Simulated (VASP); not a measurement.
The system is LiCl.

```
Li Cl
1.0
     3.27112    0.00000    0.00000
     0.00000    3.27112    0.00000
     0.00000    0.00000    3.36697
Li Cl
1 1
Direct
  0.00000 0.00000 0.00000
  0.50000 0.50000 0.50000
```

This cell differs from its parent crystal: uniaxial z strain +2.9%.

Base run:

| Item | Value |
| --- | --- |
| Program | VASP 6.6.1 |
| Functional | r2SCAN |
| Potentials or basis | VASP PAW PBE potentials, release 64 (Li_sv, Cl) |
| Cutoff | 520 eV |
| k mesh | 8 × 8 × 8 |
| Occupations | gaussian, width 0.01 eV |
| Spin | no spin polarisation |

Its results: band gap on the k mesh 5.16 eV (least direct gap 5.87 eV).

Task: The run is repeated on the same cell with these changes: functional from r2SCAN to PBE; occupations from gaussian, width 0.01 eV to fermi-dirac, width 0.02 eV. What comes out?

Result: Band gap on the k mesh 4.23 eV (least direct gap 4.98 eV).

A k mesh can miss the band edges.
